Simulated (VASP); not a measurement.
# ZnCu (Pm-3m) in VASP: notebook

Runs on ZnCu. Level: LDA. Tasks: single point, relaxation of cell and atoms.

Everything below comes from runs of VASP 6.6.1. Logs are shortened: lines on timing, memory, paths and dates and some standing lists are left out, and cuts for length are marked.

**1. The cell of the first run**

It takes space group Pm-3m (No. 221, cubic). The conventional cell has a = 2.869 Å, b = 2.869 Å, c = 2.869 Å, α = 90.00°, β = 90.00°, γ = 90.00°. Within 3.3 Å of Zn (site symmetry m-3m) lie 8 Cu at 2.48 Å and 6 Zn at 2.87 Å. Cu (site symmetry m-3m) has 8 Zn at 2.48 Å and 6 Cu at 2.87 Å within 3.3 Å.

**2. Single point, LDA**

Contents of INCAR:

```
  PREC = Accurate
  ENCUT = 520
  EDIFF = 1E-6
  ISMEAR = 0
  SIGMA = 0.1
  LREAL = F
  LASPH = T
  NELM = 60
  ALGO = Fast
  ISIF = 2
  LWAVE = F
  LCHARG = F
  NBANDS = 18
```

Contents of KPOINTS:

```
regular mesh
0
Gamma
  14 14 14
```

Contents of POSCAR:

```
ZnCu
1.0
    2.8694255031      0.0000000000      0.0000000000
    0.0000000000      2.8694255031      0.0000000000
    0.0000000000      0.0000000000      2.8694255031
Zn Cu
1 1
Direct
    0.5000000000      0.5000000000      0.5000000000
    0.0000000000      0.0000000000      0.0000000000
```

Potentials or basis: VASP PAW LDA potentials, release 64 (Zn, Cu).

Launch:

```
$ cat potpaw_LDA.64/Zn/POTCAR potpaw_LDA.64/Cu/POTCAR > POTCAR
$ mpirun -np 1 vasp_std > vasp.out
```

OUTCAR:

```text
PREC = Accurate
   ENCUT = 520
   EDIFF = 1E-6
   ISMEAR = 0
   LREAL = F
   LASPH = T
   NELM = 60
   ISIF = 2

 ion  position               nearest neighbor table
   1  0.500  0.500  0.500-   2 2.48   2 2.48   2 2.48   2 2.48   2 2.48   2 2.48   2 2.48   2 2.48

   2  0.000  0.000  0.000-   1 2.48   1 2.48   1 2.48   1 2.48   1 2.48   1 2.48   1 2.48   1 2.48

  LATTYP: Found a simple cubic cell.
 ALAT       =     2.8694255031

  Lattice vectors:

 A1 = (   2.8694255031,   0.0000000000,   0.0000000000)
 A2 = (   0.0000000000,   2.8694255031,   0.0000000000)
 A3 = (   0.0000000000,   0.0000000000,   2.8694255031)

Analysis of symmetry for initial positions (statically):
=====================================================================
 Subroutine PRICEL returns:
 Original cell was already a primitive cell.

 Routine SETGRP: Setting up the symmetry group for a
 simple cubic supercell.

 Subroutine GETGRP returns: Found 48 space group operations
 (whereof 48 operations were pure point group operations)
 out of a pool of 48 trial point group operations.

The static configuration has the point symmetry O_h .

Analysis of symmetry for dynamics (positions and initial velocities):
=====================================================================
 Subroutine PRICEL returns:
 Original cell was already a primitive cell.

 Routine SETGRP: Setting up the symmetry group for a
 simple cubic supercell.

 Subroutine GETGRP returns: Found 48 space group operations
 (whereof 48 operations were pure point group operations)
 out of a pool of 48 trial point group operations.

The dynamic configuration has the point symmetry O_h .

 Subroutine INISYM returns: Found 48 space group operations
 (whereof 48 operations are pure point group operations),
 and found     1 'primitive' translations

----------------------------------------------------------------------------------------

                                     Primitive cell

  volume of cell :      23.6257

  direct lattice vectors                    reciprocal lattice vectors
     2.869425503  0.000000000  0.000000000     0.348501816  0.000000000  0.000000000
     0.000000000  2.869425503  0.000000000     0.000000000  0.348501816  0.000000000
     0.000000000  0.000000000  2.869425503     0.000000000  0.000000000  0.348501816

  length of vectors
     2.869425503  2.869425503  2.869425503     0.348501816  0.348501816  0.348501816

  position of ions in fractional coordinates (direct lattice)
     0.500000000  0.500000000  0.500000000
     0.000000000  0.000000000  0.000000000

  ion indices of the primitive-cell ions
   primitive index   ion index
                 1           1
                 2           2

----------------------------------------------------------------------------------------

 KPOINTS: regular mesh

Automatic generation of k-mesh.
 Grid dimensions read from file:
 generate k-points for:   14   14   14

 Generating k-lattice:

  Cartesian coordinates                     Fractional coordinates (reciprocal lattice)
     0.024892987  0.000000000  0.000000000     0.071428571  0.000000000  0.000000000
     0.000000000  0.024892987  0.000000000     0.000000000  0.071428571  0.000000000
     0.000000000  0.000000000  0.024892987     0.000000000  0.000000000  0.071428571

  Length of vectors
     0.024892987  0.024892987  0.024892987

  Shift w.r.t. Gamma in fractional coordinates (k-lattice)
     0.000000000  0.000000000  0.000000000

 Subroutine IBZKPT returns following result:
 ===========================================

 Found    120 irreducible k-points:

 Following reciprocal coordinates:
            Coordinates               Weight
  0.000000  0.000000  0.000000      1.000000
  0.071429  0.000000  0.000000      6.000000
  0.142857  0.000000  0.000000      6.000000
  0.214286  0.000000  0.000000      6.000000
  0.285714  0.000000  0.000000      6.000000
  0.357143  0.000000  0.000000      6.000000
[... 16 lines left out ...]
  0.285714  0.214286  0.000000     24.000000
  0.357143  0.214286  0.000000     24.000000
 [... further k-points ...]
   k-points           NKPTS =    120   k-points in BZ     NKDIM =    120   number of bands    NBANDS=     18
   number of dos      NEDOS =    301   number of ions     NIONS =      2
   total plane-waves  NPLWV =  13824
   dimension x,y,z NGX =    24 NGY =   24 NGZ =   24
   dimension x,y,z NGXF=    48 NGYF=   48 NGZF=   48
   ions per type =               1   1
   NGX,Y,Z   is equivalent  to a cutoff of  13.90, 13.90, 13.90 a.u.
   NGXF,Y,Z  is equivalent  to a cutoff of  27.81, 27.81, 27.81 a.u.
 SYSTEM =  unknown system
   PREC   = accura    normal or accurate (medium, high low for compatibility)
   ISTART =      0    job   : 0-new  1-cont  2-samecut
   ICHARG =      2    charge: 1-file 2-atom 10-const
   ISPIN  =      1    spin polarized calculation?
   LNONCOLLINEAR =      F non collinear calculations
   LSORBIT =      F    spin-orbit coupling
   LASPH  =      T    aspherical Exc in radial PAW
   ENCUT  =  520.0 eV  38.22 Ry    6.18 a.u.   5.34  5.34  5.34*2*pi/ulx,y,z
   NELM   =     60;   NELMIN=  2; NELMDL= -5     # of ELM steps
   EDIFF  = 0.1E-05   stopping-criterion for ELM
   LREAL  =      F    real-space projection
   EDIFFG = 0.1E-04   stopping-criterion for IOM
   NSW    =      0    number of steps for IOM
   IBRION =     -1    ionic relax: 0-MD 1-quasi-New 2-CG
   NFREE  =      0    steps in history (QN), initial steepest desc. (CG)
   ISIF   =      2    stress and relaxation
   ISYM   =      2    0-nonsym 1-usesym 2-fastsym
   POTIM  = 0.5000    time-step for ionic-motion
   TEBEG  =    0.0;   TEEND  =   0.0 temperature during run
   PSTRESS=    0.0 pullay stress
   NELECT =      23.0000    total number of electrons
   NUPDOWN=      -1.0000    fix difference up-down
   EMIN   =  10.00;   EMAX   =-10.00  energy-range for DOS
   EFERMI =   0.00;   METHOD = LEGACY
   ISMEAR =     0;   SIGMA  =   0.10  broadening in eV -4-tet -1-fermi 0-gaus
   EFERMI_NEDOS =   21; number of points for ismear=-14 and -15
   IALGO  =     68    algorithm
   IMIX   =      4    mixing-type and parameters
     AMIX     =   0.40;   BMIX     =  1.00
     AMIX_MAG =   1.60;   BMIX_MAG =  1.00
  volume/ion in A,a.u.               =      11.81        79.72
  Fermi-wavevector in a.u.,A,eV,Ry     =   1.622517  3.066112 35.818156  2.632560
  Thomas-Fermi vector in A             =   2.716117
   LORBIT       =      0    0 simple, 1 ext, 2 COOP (PROOUT), +10 PAW based schemes
   GGA     = CA    functional components
   LHFCALC =     F    Hartree Fock is set to
   AEXX    =    0.0000 exact exchange contribution
   IVDW    =     0    specifies the selected vdW correction
   LEPSILON=     F    determine dielectric tensor
   LRPA    =     F    only Hartree local field effects (RPA)
 non-spin polarized calculation
 RMM-DIIS sequential band-by-band and
 Gauss-broadening in eV      SIGMA  =   0.10
  energy-cutoff  :      520.00
  volume of cell :       23.63
 maximum number of plane-waves:       655
 NGX is ok and might be reduce to    24
   NGX = 11   NGY = 11   NGZ = 11

 number of electron      22.9999979 magnetization

 Free energy of the ion-electron system (eV)
  ---------------------------------------------------
  ext. energy  EPLUGINS =         0.00000000
  ---------------------------------------------------
  free energy    TOTEN  =        -6.79821881 eV

  energy without entropy =       -6.79687266  energy(sigma->0) =       -6.79754573

 E-fermi :   6.1248     XC(G=0): -13.2093

 val. band max:        5.9815791794   @ k =   0.5000   0.5000   0.2143
 cond. band min:       6.1401226339   @ k =   0.4286   0.3571   0.2143
 fundamental gap:      0.1585434544
 Fermi energy:         6.1248404342

 k-point     1 :       0.0000    0.0000    0.0000
  band No.  band energies     occupation
      1      -4.8662      2.00000
      2      -2.0993      2.00000
      3      -2.0993      2.00000
      4      -1.2767      2.00000
      5      -1.2767      2.00000
      6      -1.2767      2.00000
[... 10 lines left out ...]
     17      19.5051      0.00000
     18      30.4082      0.00000

 k-point     2 :       0.0714    0.0000    0.0000
  band No.  band energies     occupation
      1      -4.7685      2.00000
      2      -2.0858      2.00000
      3      -2.0762      2.00000
      4      -1.2858      2.00000
      5      -1.2858      2.00000
      6      -1.2715      2.00000
[... 10 lines left out ...]
     17      20.0609      0.00000
     18      29.3559      0.00000

 k-point     3 :       0.1429    0.0000    0.0000
  band No.  band energies     occupation
      1      -4.4787      2.00000
      2      -2.0476      2.00000
      3      -2.0090      2.00000
      4      -1.3112      2.00000
      5      -1.3112      2.00000
      6      -1.2568      2.00000
[... 10 lines left out ...]
     17      22.0461      0.00000
     18      27.6264      0.00000

 k-point     4 :       0.2143    0.0000    0.0000
  band No.  band energies     occupation
      1      -4.0091      2.00000
      2      -1.9914      2.00000
      3      -1.9025      2.00000
      4      -1.3478      2.00000
      5      -1.3478      2.00000
      6      -1.2354      2.00000
[... 375 lines left out ...]
      4      -1.3965      2.00000
      5      -1.3760      2.00000
      6      -1.2943      2.00000
[... 10 lines left out ...]
     17      24.5178      0.00000
     18      25.8328      0.00000

 k-point    23 :       0.2857    0.2143    0.0000
  band No.  band energies     occupation
      1      -2.7449      2.00000
      2      -1.8707      2.00000
      3      -1.6285      2.00000
      4      -1.4350      2.00000
      5      -1.3172      2.00000
      6      -1.2683      2.00000
[... 10 lines left out ...]
     17      24.4478      0.00000
     18      24.7846      0.00000

 k-point    24 :       0.3571    0.2143    0.0000
  band No.  band energies     occupation
      1      -2.3279      2.00000
      2      -1.8692      2.00000
      3      -1.5752      2.00000
      4      -1.4738      2.00000
      5      -1.3338      2.00000
      6      -0.8583      2.00000
[... 10 lines left out ...]
     17      22.7366      0.00000
     18      23.6283      0.00000

 [... further k-points ...]

------------------------ aborting loop because EDIFF is reached ----------------------------------------

  FORCE on cell =-STRESS in cart. coord.  units (eV):
  Direction    XX          YY          ZZ          XY          YZ          ZX
  --------------------------------------------------------------------------------------
  -------------------------------------------------------------------------------------
  Total        0.1703183      0.1703183      0.1703183     -0.0000000     -0.0000000      0.0000000
  in kB       11.5501352     11.5501352     11.5501352     -0.0000000     -0.0000000      0.0000000
  external PRESSURE =      11.5501352 kB  Pullay stress =       0.0000000 kB

 VOLUME and BASIS-vectors are now :
 -----------------------------------------------------------------------------
  energy-cutoff  :      520.00
  volume of cell :       23.63
      direct lattice vectors                 reciprocal lattice vectors
     2.869425503  0.000000000  0.000000000     0.348501816  0.000000000  0.000000000
     0.000000000  2.869425503  0.000000000     0.000000000  0.348501816  0.000000000
     0.000000000  0.000000000  2.869425503     0.000000000  0.000000000  0.348501816

 POSITION                                       TOTAL-FORCE (eV/Angst)
 -----------------------------------------------------------------------------------
      1.43471      1.43471      1.43471         0.000000      0.000000      0.000000
      0.00000      0.00000      0.00000         0.000000      0.000000      0.000000
 -----------------------------------------------------------------------------------
    total drift:                                0.000000      0.000000     -0.000000

  FREE ENERGIE OF THE ION-ELECTRON SYSTEM (eV)
  ---------------------------------------------------
  free  energy   TOTEN  =        -6.7982188074 eV

  energy  without entropy=       -6.7968726560  energy(sigma->0) =       -6.79754573
```

It took 32 s on 1 thread of Intel Xeon Platinum 8488C (Sapphire Rapids), shared host; peak memory 0.16 GiB.

What came out:

```
Free energy : -6.7982 eV
Pressure    : 1.2 GPa
```

Levels at points of the mesh, in eV from the Fermi level:
| k point | band 8 | band 9 | band 10 | band 11 | band 12 | band 13 | band 14 | band 15 | band 16 | band 17 |
| --- | --- | --- | --- | --- | --- | --- | --- | --- | --- | --- |
| (0.00, 0.00, 0.00) | -3.87 | -2.95 | -2.95 | -2.95 | 6.42 | 6.42 | 6.42 | 11.86 | 11.86 | 13.38 |
| (0.50, 0.00, 0.00) | -4.05 | -3.59 | -3.59 | -3.05 | -2.14 | 12.30 | 12.30 | 12.94 | 12.94 | 14.05 |
| (0.50, 0.50, 0.00) | -3.10 | -3.10 | -2.69 | -2.15 | -2.15 | 2.03 | 2.36 | 14.60 | 16.15 | 16.15 |
| (0.50, 0.50, 0.50) | -4.72 | -2.66 | -2.66 | 4.26 | 4.53 | 4.53 | 4.53 | 4.75 | 4.75 | 4.75 |

**3. Relaxation of cell and atoms, LDA**

This run uses another cell than the first one, of 13.01 Å³/atom, 1.101 times its volume.

Contents of INCAR:

```
PREC = Accurate
ENCUT = 600
EDIFF = 1E-6
ISMEAR = 0
SIGMA = 0.1
LREAL = F
LASPH = T
NELM = 100
ALGO = Normal
ISIF = 3
LWAVE = F
LCHARG = F
IBRION = 2
NSW = 70
EDIFFG = -0.005
```

KPOINTS is that of step 2.

Contents of POSCAR:

```
ZnCu
1.0
    2.9631826013      0.0000000000      0.0000000000
    0.0000000000      2.9631826013      0.0000000000
    0.0000000000      0.0000000000      2.9631826013
Zn Cu
1 1
Direct
    0.5000000000      0.5000000000      0.5000000000
    0.0000000000      0.0000000000      0.0000000000
```

Potentials or basis: VASP PAW LDA potentials, release 64 (Zn, Cu).

Launch:

```
$ cat potpaw_LDA.64/Zn/POTCAR potpaw_LDA.64/Cu/POTCAR > POTCAR
$ mpirun -np 1 vasp_std > vasp.out
```

It took 76 s on 1 thread of Intel Xeon Platinum 8488C (Sapphire Rapids), shared host; peak memory 0.18 GiB.

The run converged. Its results:

* Free energy: -6.7997 eV
* Relaxed volume: 11.91 Å³/atom
* Relaxed cell: a = 2.877 Å, b = 2.877 Å, c = 2.877 Å, α = 90.00°, β = 90.00°, γ = 90.00°
* Space group after relaxing (to 0.05 Å): Pm-3m (No. 221)
* Energy gained by relaxing: 42.2 meV/atom
* Ionic steps: 10
* Pressure after relaxing: 0.1 GPa

Step by step:
| step | energy change (eV) | largest force (eV/Å) | pressure (GPa) | volume (Å³) |
| --- | --- | --- | --- | --- |
| 1 | 0.0000 | 0.0000 | -11.10 | 26.02 |
| 2 | -0.0627 | 0.0000 | 6.96 | 22.77 |
| 3 | -0.0844 | 0.0000 | 0.24 | 23.78 |
| 4 | -0.0844 | 0.0000 | -0.29 | 23.82 |
| 5 | -0.0844 | 0.0000 | -0.32 | 23.82 |
| 6 | -0.0844 | 0.0000 | -0.27 | 23.81 |
| 7 | -0.0844 | 0.0000 | -0.25 | 23.81 |
| 8 | -0.0844 | 0.0000 | -0.21 | 23.81 |
| 9 | -0.0844 | 0.0000 | -0.14 | 23.81 |
| 10 | -0.0844 | 0.0000 | 0.05 | 23.81 |

Final structure:
```
CELL_PARAMETERS angstrom
2.87698 0.00000 0.00000
0.00000 2.87698 0.00000
0.00000 0.00000 2.87698
ATOMIC_POSITIONS crystal
Zn 0.50000 0.50000 0.50000
Cu 0.00000 0.00000 0.00000
```

Levels at points of the mesh, in eV from the Fermi level:
```tsv
k point	band 8	band 9	band 10	band 11	band 12	band 13	band 14	band 15
(0.00, 0.00, 0.00)	-3.85	-2.93	-2.93	-2.93	6.40	6.40	6.40	11.81
(0.50, 0.00, 0.00)	-4.02	-3.56	-3.56	-3.03	-2.13	12.23	12.23	12.87
(0.50, 0.50, 0.00)	-3.08	-3.08	-2.67	-2.12	-2.12	2.00	2.33	14.51
(0.50, 0.50, 0.50)	-4.68	-2.65	-2.65	4.20	4.51	4.51	4.51	4.73
```

LDA usually gives volumes a few per cent too small. Zero-point motion and thermal expansion aren't in these numbers.
